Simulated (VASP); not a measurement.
Crystal: CdGeS2.

```
Cd Ge S
1.0
     4.95995    0.00000    0.00000
     0.00000    4.95995    0.00000
     0.00000    0.00000    3.01302
Cd Ge S
1 1 2
Direct
  0.50000 0.50000 0.50000
  0.00000 0.00000 0.00000
  0.50000 0.00000 0.00000
  0.00000 0.50000 0.00000
```

```yaml
Program: VASP 6.6.1
Task: relaxation of cell and atoms
Functional: PBE
Potentials_or_basis: VASP PAW PBE potentials, release 64 (Cd, Ge_d, S)
Cutoff: 600 eV
k_mesh: 4 × 4 × 6
Occupations: gaussian, width 0.1 eV
Spin: no spin polarisation
```

At the start: pressure 4.4 GPa; volume 18.53 Å³/atom.

**Question.** Where does the relaxation end?

**Answer.** Over 7 steps the energy falls by 66.8 meV/atom and the volume is 20.38 Å³/atom (+10.0 %); space group P4/mmm (No. 123, to 0.1 Å) before and after.

The path:
```tsv
step	energy change (eV)	largest force (eV/Å)	pressure (GPa)	volume (Å³)
1	0.0000	0.0000	4.44	74.12
2	-0.0828	0.0000	-0.68	79.76
3	-0.0829	0.0000	-0.75	79.90
4	-0.1276	0.0000	-0.54	80.34
5	-0.2578	0.0000	-0.18	81.34
6	0.1727	0.0000	5.38	82.01
7	-0.2671	0.0000	0.07	81.52
```

Final structure:
```
Cd Ge S
1.0
     4.84282    0.00000    0.00000
     0.00000    4.84282    0.00000
     0.00000    0.00000    3.47571
Cd Ge S
1 1 2
Direct
  0.50000 0.50000 0.50000
  0.00000 0.00000 0.00000
  0.50000 0.00000 0.00000
  0.00000 0.50000 0.00000
```

Caveat: a cell axis changed by over 15 % at a fixed basis, so the end point is rough.
